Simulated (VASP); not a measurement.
**Rb: single point with PBE**

The system is Rb.

```
Rb
1.0
     0.00000    3.42727    3.42727
     3.42727    0.00000    3.42727
     3.42727    3.42727    0.00000
Rb
1
Direct
  0.00000 0.00000 0.00000
```

This cell differs from its parent crystal: volume scaled by 0.88.

| Quantity | Value |
| --- | --- |
| Program | VASP 6.6.1 |
| Task | single point |
| Functional | PBE |
| Potentials or basis | VASP PAW PBE potentials, release 64 (Rb_sv) |
| Cutoff | 520 eV |
| k mesh | 9 × 9 × 9 |
| Occupations | fermi-dirac, width 0.1 eV |
| Spin | no spin polarisation |
| Dipole correction | no |
| Further INCAR settings | ALGO = Normal; EDIFF = 1e-06; NBANDS = 10 |

```
Pressure : 0.4 GPa
```

Levels at points of the mesh, in eV from the Fermi level:
```
           k point  band 2  band 3  band 4  band 5  band 6  band 7  band 8  band 9
(0.00, 0.00, 0.00)  -12.89  -12.89  -12.89   -2.16    3.68    3.68    3.68    5.14
```

It took 13 s on 1 thread of Intel(R) Xeon(R) Platinum 8488C (Sapphire Rapids), on a shared host, peak memory 0.2 GiB.
